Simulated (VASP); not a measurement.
Input of a VASP 6.6.1 run:

Contents of INCAR:

```
SYSTEM = CdTe
ALGO = Normal
EDIFF = 1E-7
ENCUT = 520
GGA = PE
ISIF = 2
ISMEAR = -1
LASPH = .True.
LCHARG = .True.
LELF = .True.
LREAL = .False.
LVHAR = .True.
LWAVE = .False.
NBANDS = 16
NELM = 80
PREC = Accurate
SIGMA = 0.05
```

KPOINTS

```
k-points
0
Gamma
  7 7 7
  0 0 0
```

POSCAR

```
CdTe
1.0
    0.0000000000      3.2050000000      3.2050000000
    3.2050000000      0.0000000000      3.2050000000
    3.2050000000      3.2050000000      0.0000000000
Te Cd
1 1
Direct
    0.7500000000      0.7500000000      0.7500000000
    0.0000000000      0.0000000000      0.0000000000
```

Potentials or basis: VASP PAW PBE potentials, release 64 (Te, Cd).

Command:

```sh
$ cat potpaw_PBE.64/Te/POTCAR potpaw_PBE.64/Cd/POTCAR > POTCAR
$ mpirun -np 1 vasp_std > vasp.out
```

**Question.** Estimate the pressure.

**Answer.** 4.4 GPa.

**Question.** Estimate the band gap on the k mesh.

**Answer.** 0.87 eV, direct.

Caveat: spin-orbit coupling is left out, which moves the levels of the heavy elements. PBE gaps usually lie below the measured ones, often by a third to a half.
